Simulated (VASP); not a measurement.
Set up this calculation in VASP 6.6.1, as the native input.

| Item | Value |
| --- | --- |
| Task | relaxation of cell and atoms |
| Functional | PBE |
| Potentials or basis | VASP PAW PBE potentials, release 64 (B, N, Al) |
| Cutoff | 600 eV |
| k mesh | 12 × 12 × 12 |
| Occupations | fermi-dirac, width 0.02 eV |
| Spin | no spin polarisation |
| Dipole correction | no |
| Further INCAR settings | ALGO = Normal; EDIFF = 1e-06; IBRION = 2; EDIFFG = -0.005; NSW = 80; ISIF = 3 |

The structure of Al2BN3 lies in POSCAR:

```
Al2BN3
1.0
   -1.3724218863      1.3724218863      5.8226929348
    1.3724218863     -1.3724218863      5.8226929348
    1.3724218863      1.3724218863     -5.8226929348
B N Al
1 3 2
Direct
    0.0000000000      0.0000000000      0.0000000000
    0.4166666667      0.9166666667      0.5000000000
    0.7500000000      0.2500000000      0.5000000000
    0.0833333333      0.5833333333      0.5000000000
    0.3333333333      0.3333333333      0.0000000000
    0.6666666667      0.6666666667      0.0000000000
```

One way to write it, as run:

INCAR

```
PREC = Accurate
ENCUT = 600
EDIFF = 1E-6
ISMEAR = -1
SIGMA = 0.02
LREAL = F
LASPH = T
NELM = 80
ALGO = Normal
ISIF = 3
LWAVE = F
LCHARG = F
GGA = PE
IBRION = 2
NSW = 80
EDIFFG = -0.005
```

KPOINTS

```
regular mesh
0
Gamma
  12 12 12
```

Potentials or basis: VASP PAW PBE potentials, release 64 (B, N, Al).

Run with:

```sh
$ cat potpaw_PBE.64/B/POTCAR potpaw_PBE.64/N/POTCAR potpaw_PBE.64/Al/POTCAR > POTCAR
$ mpirun -np 1 vasp_std > vasp.out
```

It gave:

```yaml
Relaxed_volume: 8.99 Å³/atom
Relaxed_cell: a = 6.701 Å, b = 6.701 Å, c = 6.701 Å, α = 154.94°, β = 154.94°, γ = 35.74°
Space_group_after_relaxing_to_0.1_Å: I-4m2 (No. 119)
Energy_gained_by_relaxing: 606.8 meV/atom
Ionic_steps: 17
Pressure_after_relaxing: 0.0 GPa
Largest_force_after_relaxing: 0.005 eV/Å
Band_gap_on_the_k_mesh: 2.98 eV (least direct gap 3.25 eV)
```

Caveat: the volume moved by over 15 % at a fixed basis, so the end points are rough.

It took 35 min on 1 thread of AMD EPYC 9R45 96-Core Processor (Zen 5), on a shared host, peak memory 0.43 GiB.
